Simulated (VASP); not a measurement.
# Bi2Se3 (R-3m) in VASP: single point with PBE+D3(BJ)

Aim: the single point of Bi2Se3 with PBE+D3(BJ).

All numbers are computed with VASP 6.6.1; they aren't measurements. Logs are shortened: lines on timing, memory, paths and dates and some standing lists are left out, and cuts for length are marked.

### 1 The cell of the first run

The structure is trigonal, space group R-3m (No. 166). Conventional cell: a = 4.141 Å, b = 4.141 Å, c = 28.534 Å, α = 90.00°, β = 90.00°, γ = 120.00°. Within 3.8 Å of Bi (site symmetry 3m) lie 6 Se at 2.86 to 3.07 Å. Within 4.3 Å of Se (site symmetry -3m) lie 6 Bi at 3.07 Å and 12 Se at 4.14 to 4.24 Å. Within 3.8 Å of Se (site symmetry 3m) lie 3 Bi at 2.86 Å and 3 Se at 3.47 Å.

### 2 Single point, PBE+D3(BJ)

File INCAR:

```
ALGO = Normal ; EDIFF = 1E-7
ENCUT = 520 ; GGA = PE
ISIF = 2 ; ISMEAR = 0
IVDW = 12 ; LASPH = T
LCHARG = F ; LREAL = F
LWAVE = F ; NBANDS = 32
NELM = 80 ; PREC = Accurate
SIGMA = 0.01
```

File KPOINTS:

```
k-points
0
Gamma
  12 12 12
```

File POSCAR:

```
Bi2Se3
1.0
    2.0703280692      1.1953044681      9.5112789371
   -2.0703280692      1.1953044681      9.5112789371
    0.0000000000     -2.3906089362      9.5112789371
Bi Se
2 3
Direct
    0.4007810608      0.4007810608      0.4007810608
    0.5992189392      0.5992189392      0.5992189392
    0.0000000000      0.0000000000      0.0000000000
    0.2106961066      0.2106961066      0.2106961066
    0.7893038934      0.7893038934      0.7893038934
```

Potentials or basis: VASP PAW PBE potentials, release 64 (Bi_d, Se).

Command:

```console
cat potpaw_PBE.64/Bi_d/POTCAR potpaw_PBE.64/Se/POTCAR > POTCAR
mpirun -np 1 vasp_std > vasp.out
```

OUTCAR:

```text
EDIFF = 1E-7
   ENCUT = 520
   GGA = PE
   ISIF = 2
   ISMEAR = 0
   IVDW = 12
   LASPH = T
   LREAL = F
   NELM = 80
   PREC = Accurate
 IVDW          = 12

 ion  position               nearest neighbor table
   1  0.401  0.401  0.401-   5 2.86   5 2.86   5 2.86   3 3.07   3 3.07   3 3.07
   2  0.599  0.599  0.599-   4 2.86   4 2.86   4 2.86   3 3.07   3 3.07   3 3.07
   3  0.000  0.000  0.000-   2 3.07   2 3.07   1 3.07   1 3.07   2 3.07   1 3.07
   4  0.211  0.211  0.211-   2 2.86   2 2.86   2 2.86
   5  0.789  0.789  0.789-   1 2.86   1 2.86   1 2.86

  LATTYP: Found a trigonal (rhomboedric) cell.
 ALAT       =     9.8071116087
 COS(alpha) =     0.9108695497

  Lattice vectors:

 A1 = (   2.0703280692,   1.1953044681,   9.5112789371)
 A2 = (  -2.0703280692,   1.1953044681,   9.5112789371)
 A3 = (   0.0000000000,  -2.3906089362,   9.5112789371)

Analysis of symmetry for initial positions (statically):
=====================================================================
 Subroutine PRICEL returns:
 Original cell was already a primitive cell.

 Routine SETGRP: Setting up the symmetry group for a
 trigonal (rhombohedral) supercell.

 Subroutine GETGRP returns: Found 12 space group operations
 (whereof 12 operations were pure point group operations)
 out of a pool of 12 trial point group operations.

The static configuration has the point symmetry D_3d.

Analysis of symmetry for dynamics (positions and initial velocities):
=====================================================================
 Subroutine PRICEL returns:
 Original cell was already a primitive cell.

 Routine SETGRP: Setting up the symmetry group for a
 trigonal (rhombohedral) supercell.

 Subroutine GETGRP returns: Found 12 space group operations
 (whereof 12 operations were pure point group operations)
 out of a pool of 12 trial point group operations.

The dynamic configuration has the point symmetry D_3d.

 Subroutine INISYM returns: Found 12 space group operations
 (whereof 12 operations are pure point group operations),
 and found     1 'primitive' translations

----------------------------------------------------------------------------------------

                                     Primitive cell

  volume of cell :     141.2238

  direct lattice vectors                    reciprocal lattice vectors
     2.070328069  1.195304468  9.511278937     0.241507618  0.139434488  0.035046111
    -2.070328069  1.195304468  9.511278937    -0.241507618  0.139434488  0.035046111
     0.000000000 -2.390608936  9.511278937     0.000000000 -0.278868976  0.035046111

  length of vectors
     9.807111609  9.807111609  9.807111609     0.281062512  0.281062512  0.281062512

  position of ions in fractional coordinates (direct lattice)
     0.400781061  0.400781061  0.400781061
     0.599218939  0.599218939  0.599218939
     0.000000000  0.000000000  0.000000000
     0.210696107  0.210696107  0.210696107
     0.789303893  0.789303893  0.789303893

  ion indices of the primitive-cell ions
   primitive index   ion index
                 1           1
                 2           2
                 3           3
                 4           4
                 5           5

----------------------------------------------------------------------------------------

 KPOINTS: k-points

Automatic generation of k-mesh.
 Grid dimensions read from file:
 generate k-points for:   12   12   12

 Generating k-lattice:

  Cartesian coordinates                     Fractional coordinates (reciprocal lattice)
     0.020125635  0.011619541  0.002920509     0.083333333  0.000000000  0.000000000
    -0.020125635  0.011619541  0.002920509     0.000000000  0.083333333  0.000000000
     0.000000000 -0.023239081  0.002920509     0.000000000  0.000000000  0.083333333

  Length of vectors
     0.023421876  0.023421876  0.023421876

  Shift w.r.t. Gamma in fractional coordinates (k-lattice)
     0.000000000  0.000000000  0.000000000

 Subroutine IBZKPT returns following result:
 ===========================================

 Found    189 irreducible k-points:

 Following reciprocal coordinates:
            Coordinates               Weight
  0.000000  0.000000  0.000000      1.000000
  0.083333 -0.000000  0.000000      6.000000
  0.166667 -0.000000  0.000000      6.000000
  0.250000  0.000000  0.000000      6.000000
  0.333333 -0.000000  0.000000      6.000000
  0.416667 -0.000000  0.000000      6.000000
[... 16 lines left out ...]
  0.500000  0.166667  0.000000     12.000000
 -0.416667  0.166667 -0.000000     12.000000
 [... further k-points ...]
   k-points           NKPTS =    189   k-points in BZ     NKDIM =    189   number of bands    NBANDS=     32
   number of dos      NEDOS =    301   number of ions     NIONS =      5
   total plane-waves  NPLWV = 512000
   dimension x,y,z NGX =    80 NGY =   80 NGZ =   80
   dimension x,y,z NGXF=   160 NGYF=  160 NGZF=  160
   ions per type =               2   3
   NGX,Y,Z   is equivalent  to a cutoff of  13.56, 13.56, 13.56 a.u.
   NGXF,Y,Z  is equivalent  to a cutoff of  27.12, 27.12, 27.12 a.u.
 SYSTEM =  unknown system
   PREC   = accura    normal or accurate (medium, high low for compatibility)
   ISTART =      0    job   : 0-new  1-cont  2-samecut
   ICHARG =      2    charge: 1-file 2-atom 10-const
   ISPIN  =      1    spin polarized calculation?
   LNONCOLLINEAR =      F non collinear calculations
   LSORBIT =      F    spin-orbit coupling
   LASPH  =      T    aspherical Exc in radial PAW
   ENCUT  =  520.0 eV  38.22 Ry    6.18 a.u.  18.23 18.23 18.23*2*pi/ulx,y,z
   NELM   =     80;   NELMIN=  2; NELMDL= -5     # of ELM steps
   EDIFF  = 0.1E-06   stopping-criterion for ELM
   LREAL  =      F    real-space projection
   EDIFFG = 0.1E-05   stopping-criterion for IOM
   NSW    =      0    number of steps for IOM
   IBRION =     -1    ionic relax: 0-MD 1-quasi-New 2-CG
   NFREE  =      0    steps in history (QN), initial steepest desc. (CG)
   ISIF   =      2    stress and relaxation
   ISYM   =      2    0-nonsym 1-usesym 2-fastsym
   POTIM  = 0.5000    time-step for ionic-motion
   TEBEG  =    0.0;   TEEND  =   0.0 temperature during run
   PSTRESS=    0.0 pullay stress
   NELECT =      48.0000    total number of electrons
   NUPDOWN=      -1.0000    fix difference up-down
   EMIN   =  10.00;   EMAX   =-10.00  energy-range for DOS
   EFERMI =   0.00;   METHOD = LEGACY
   ISMEAR =     0;   SIGMA  =   0.01  broadening in eV -4-tet -1-fermi 0-gaus
   EFERMI_NEDOS =   21; number of points for ismear=-14 and -15
   IALGO  =     38    algorithm
   IMIX   =      4    mixing-type and parameters
     AMIX     =   0.40;   BMIX     =  1.00
     AMIX_MAG =   1.60;   BMIX_MAG =  1.00
  volume/ion in A,a.u.               =      28.24       190.61
  Fermi-wavevector in a.u.,A,eV,Ry     =   1.142491  2.158994 17.759476  1.305285
  Thomas-Fermi vector in A             =   2.279188
   LORBIT       =      0    0 simple, 1 ext, 2 COOP (PROOUT), +10 PAW based schemes
   GGA     = PE    functional components
   LHFCALC =     F    Hartree Fock is set to
   AEXX    =    0.0000 exact exchange contribution
   IVDW    =    12    specifies the selected vdW correction
   LEPSILON=     F    determine dielectric tensor
   LRPA    =     F    only Hartree local field effects (RPA)
 non-spin polarized calculation
 Gauss-broadening in eV      SIGMA  =   0.01
  energy-cutoff  :      520.00
  volume of cell :      141.22
 maximum number of plane-waves:      3840
 NGX is ok and might be reduce to    80
   NGX = 37   NGY = 37   NGZ = 37

 number of electron      47.9999996 magnetization

 Free energy of the ion-electron system (eV)
  ---------------------------------------------------
  ext. energy  EPLUGINS =         0.00000000
  ---------------------------------------------------
  free energy    TOTEN  =       -20.14911696 eV

  energy without entropy =      -20.14911696  energy(sigma->0) =      -20.14911696

 E-fermi :   5.1683     XC(G=0):  -9.5284

 val. band max:        5.0680682358   @ k =   0.0000   0.0000   0.0000
 cond. band min:       5.2404527451   @ k =   0.0000   0.0000   0.0000
 fundamental gap:      0.1723845094
 Fermi energy:         5.1682990064

 k-point     1 :       0.0000    0.0000    0.0000
  band No.  band energies     occupation
      1     -18.1077      2.00000
      2     -18.1077      2.00000
      3     -18.1060      2.00000
      4     -18.1060      2.00000
      5     -18.1003      2.00000
      6     -18.0976      2.00000
[... 24 lines left out ...]
     31      10.8373      0.00000
     32      12.0045      0.00000

 k-point     2 :       0.0833   -0.0000    0.0000
  band No.  band energies     occupation
      1     -18.1086      2.00000
      2     -18.1067      2.00000
      3     -18.1060      2.00000
      4     -18.1042      2.00000
      5     -18.0992      2.00000
      6     -18.0966      2.00000
[... 24 lines left out ...]
     31      10.7500      0.00000
     32      11.2037      0.00000

 k-point     3 :       0.1667   -0.0000    0.0000
  band No.  band energies     occupation
      1     -18.1115      2.00000
      2     -18.1090      2.00000
      3     -18.1015      2.00000
      4     -18.0997      2.00000
      5     -18.0966      2.00000
      6     -18.0941      2.00000
[... 24 lines left out ...]
     31      10.1009      0.00000
     32      11.0280      0.00000

 k-point     4 :       0.2500    0.0000    0.0000
  band No.  band energies     occupation
      1     -18.1162      2.00000
      2     -18.1129      2.00000
      3     -18.0974      2.00000
      4     -18.0965      2.00000
      5     -18.0946      2.00000
      6     -18.0929      2.00000
[... 654 lines left out ...]
     31      10.0623      0.00000
     32      10.8249      0.00000

 k-point    23 :       0.5000    0.1667    0.0000
  band No.  band energies     occupation
      1     -18.1200      2.00000
      2     -18.1159      2.00000
      3     -18.0998      2.00000
      4     -18.0983      2.00000
      5     -18.0949      2.00000
      6     -18.0937      2.00000
[... 24 lines left out ...]
     31      10.0440      0.00000
     32      10.8773      0.00000

 k-point    24 :      -0.4167    0.1667   -0.0000
  band No.  band energies     occupation
      1     -18.1210      2.00000
      2     -18.1165      2.00000
      3     -18.1003      2.00000
      4     -18.0986      2.00000
      5     -18.0952      2.00000
      6     -18.0938      2.00000
[... 24 lines left out ...]
     31       9.9280      0.00000
     32      10.9230      0.00000

 [... further k-points ...]

------------------------ aborting loop because EDIFF is reached ----------------------------------------

 Edisp (eV)   -2.01224

 E8    (eV) :    -0.9105

  FORCE on cell =-STRESS in cart. coord.  units (eV):
  Direction    XX          YY          ZZ          XY          YZ          ZX
  --------------------------------------------------------------------------------------
  -------------------------------------------------------------------------------------
  Total       0.03943     0.03943    -0.03779     0.00000    -0.00000     0.00000
  in kB       0.44736     0.44736    -0.42877     0.00000    -0.00000     0.00000
  external pressure =        0.16 kB  Pullay stress =        0.00 kB

 VOLUME and BASIS-vectors are now :
 -----------------------------------------------------------------------------
  energy-cutoff  :      520.00
  volume of cell :      141.22
      direct lattice vectors                 reciprocal lattice vectors
     2.070328069  1.195304468  9.511278937     0.241507618  0.139434488  0.035046111
    -2.070328069  1.195304468  9.511278937    -0.241507618  0.139434488  0.035046111
     0.000000000 -2.390608936  9.511278937     0.000000000 -0.278868976  0.035046111

 POSITION                                       TOTAL-FORCE (eV/Angst)
 -----------------------------------------------------------------------------------
      0.00000      0.00000     11.43582         0.000000     -0.000000     -0.010476
      0.00000      0.00000     17.09802         0.000000      0.000000      0.010476
      0.00000      0.00000      0.00000         0.000000     -0.000000      0.000000
      0.00000      0.00000      6.01197         0.000000     -0.000000     -0.009858
      0.00000      0.00000     22.52187         0.000000      0.000000      0.009858
 -----------------------------------------------------------------------------------
    total drift:                               -0.000000      0.000000     -0.000000

  FREE ENERGIE OF THE ION-ELECTRON SYSTEM (eV)
  ---------------------------------------------------
  free  energy   TOTEN  =       -22.1613578497 eV

  energy  without entropy=      -22.1613578497  energy(sigma->0) =      -22.16135785
```

Run time: 64 min. Hardware: 1 thread of AMD EPYC 9R45 (Zen 5), shared host; peak memory 1.3 GiB.

What came out:

| Item | Value |
| --- | --- |
| Free energy | -22.1614 eV |
| Pressure | 0.0 GPa |
| Largest force | 0.010 eV/Å |
| Band gap on the k mesh | 0.17 eV |
| Dispersion energy per atom | -0.402 eV |

Forces on the atoms (eV/Å):
```
Bi   0.000  0.000 -0.010
Bi   0.000  0.000  0.010
Se   0.000  0.000  0.000
Se   0.000  0.000 -0.010
Se   0.000  0.000  0.010
```

Caveat: spin-orbit coupling is left out, which moves the levels of the heavy elements. A k mesh can miss the band edges.
